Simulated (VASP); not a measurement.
# GaN: single point with r2SCAN

The system is GaN.

```
CELL_PARAMETERS angstrom
0.00000 2.25350 2.11829
2.25350 0.00000 2.11829
2.25350 2.25350 0.00000
ATOMIC_POSITIONS crystal
Ga 0.00000 0.00000 0.00000
N 0.75000 0.75000 0.75000
```

This cell differs from its parent crystal: strain -0.0600 x Voigt [0, 0, 1, 0, 0, 0].

```
Program                : VASP 6.6.1
Task                   : single point
Functional             : r2SCAN
Potentials or basis    : VASP PAW PBE potentials, release 64 (Ga_d, N)
Cutoff                 : 520 eV
k mesh                 : 10 × 10 × 10
Occupations            : gaussian, width 0.05 eV
Spin                   : no spin polarisation
Dipole correction      : no
Further INCAR settings : ALGO = Normal; EDIFF = 1e-07; NBANDS = 16
```

```json
{
  "Pressure": "13.2 GPa",
  "Band gap on the k mesh": "2.35 eV"
}
```

Stress tensor (GPa, compression positive):
```
11.10  0.00  0.00
 0.00 11.10  0.00
 0.00  0.00 17.49
```

Levels at points of the mesh, in eV from the valence-band top:
| k point | band 5 | band 6 | band 7 | band 8 | band 9 | band 10 | band 11 | band 12 | band 13 | band 14 |
| --- | --- | --- | --- | --- | --- | --- | --- | --- | --- | --- |
| (0.00, 0.00, 0.00) | -13.66 | -13.65 | -0.26 | -0.26 | 0.00 | 2.35 | 11.15 | 11.33 | 11.33 | 19.27 |
| (0.50, 0.00, 0.00) | -13.58 | -12.51 | -7.74 | -1.49 | -1.02 | 5.33 | 9.62 | 10.67 | 11.81 | 16.82 |
| (0.50, 0.50, 0.00) | -13.54 | -11.91 | -6.18 | -3.51 | -3.51 | 3.36 | 6.70 | 13.58 | 15.22 | 15.22 |
| (0.50, 0.00, 0.50) | -13.57 | -12.26 | -6.89 | -3.03 | -2.97 | 3.79 | 7.83 | 12.55 | 14.78 | 16.37 |

Run time: 3.5 min on 1 thread of Intel Xeon 8259CL, with other jobs on the host, peak memory 0.17 GiB.

Caveat: the cell differs from its parent crystal (strain -0.0600 x Voigt [0, 0, 1, 0, 0, 0]); the stress differs along the axes, from 11 to 17 GPa; the PAW data sets were made with another functional, which shifts forces and pressure a little.
